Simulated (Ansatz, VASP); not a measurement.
## Al4NiPd3: VASP beside Ansatz

File INCAR:

```
PREC = Accurate
ENCUT = 520
EDIFF = 1E-6
ISMEAR = 0
SIGMA = 0.1
LREAL = False
LASPH = True
NELM = 60
ALGO = Fast
ISIF = 2
LWAVE = False
LCHARG = True
GGA = PE
LELF = True
LVHAR = True
NBANDS = 36
```

KPOINTS

```
Automatic mesh
0
Gamma
  10 10 10
```

The input POSCAR:

```
Al4NiPd3
1.0
   -3.0373203000      3.0373203000      3.0373203000
    3.0373203000     -3.0373203000      3.0373203000
    3.0373203000      3.0373203000     -3.0373203000
Al Ni Pd
4 1 3
Direct
    0.5000000000      0.5000000000      0.5000000000
    0.0000000000      0.5000000000      0.0000000000
    0.5000000000      0.0000000000      0.0000000000
    0.0000000000      0.0000000000      0.5000000000
    0.0000000000      0.0000000000      0.0000000000
    0.5000000000      0.0000000000      0.5000000000
    0.0000000000      0.5000000000      0.5000000000
    0.5000000000      0.5000000000      0.0000000000
```

Input for Ansatz:

```yaml
crystal:
  lattice:
    - [-3.0373203, 3.0373203, 3.0373203]
    - [3.0373203, -3.0373203, 3.0373203]
    - [3.0373203, 3.0373203, -3.0373203]
  atoms:
    - { symbol: Al, position: [0.5, 0.5, 0.5] }
    - { symbol: Al, position: [0.0, 0.5, 0.0] }
    - { symbol: Al, position: [0.5, 0.0, 0.0] }
    - { symbol: Al, position: [0.0, 0.0, 0.5] }
    - { symbol: Ni, position: [0.0, 0.0, 0.0] }
    - { symbol: Pd, position: [0.5, 0.0, 0.5] }
    - { symbol: Pd, position: [0.0, 0.5, 0.5] }
    - { symbol: Pd, position: [0.5, 0.5, 0.0] }
basis:
  ecutwfc: 420
kpoints:
  mp_grid: { grid: [10, 10, 10] }
  band_path:
    path:
      - [[0.0, 0.0, 0.0], [0.5, -0.5, 0.5], [0.0, 0.0, 0.5], [0.0, 0.0, 0.0], [0.25, 0.25, 0.25], [0.5, -0.5, 0.5]]
      - [[0.25, 0.25, 0.25], [0.0, 0.0, 0.5]]
    npoints: 14
hamiltonian:
  xc: pbe
scf:
  occupations: { method: gaussian, width: 0.1 }
  n_extra_bands: 20
output:
  forces: true
  stress: true
  eigenvalues: true
  populations: true
  dos: { projected: true, de: 0.02, nscf_kmesh: { grid: [12, 12, 12] } }
  bader: true
  write_density: true
  write_potential: true
  elf: true
  volumetric_format: npy
```

Alike in both runs: task single point; functional PBE; k mesh 10 × 10 × 10; occupations gaussian, width 0.1 eV; no spin polarisation.

|  | VASP | Ansatz |
| --- | --- | --- |
| version | VASP 6.6.1 | Ansatz 0.2.0 |
| potentials or method | VASP PAW PBE potentials, release 64 (Al, Ni, Pd), cutoff 520 eV | scalar-relativistic, plane waves, PAW |
| valence electrons in the cell | 52 | 84 |

```csv
,VASP,Ansatz,Ansatz less VASP
gap on the k mesh at the Fermi level (eV),none,none,-
pressure (GPa),0.0,0.0,-0.01
```

A gap of «none» marks a metal or a gap that the smearing closes. VASP's potentials hold 52 valence electrons a cell and Ansatz's 84, so a difference there can come from the potentials and not from the codes.
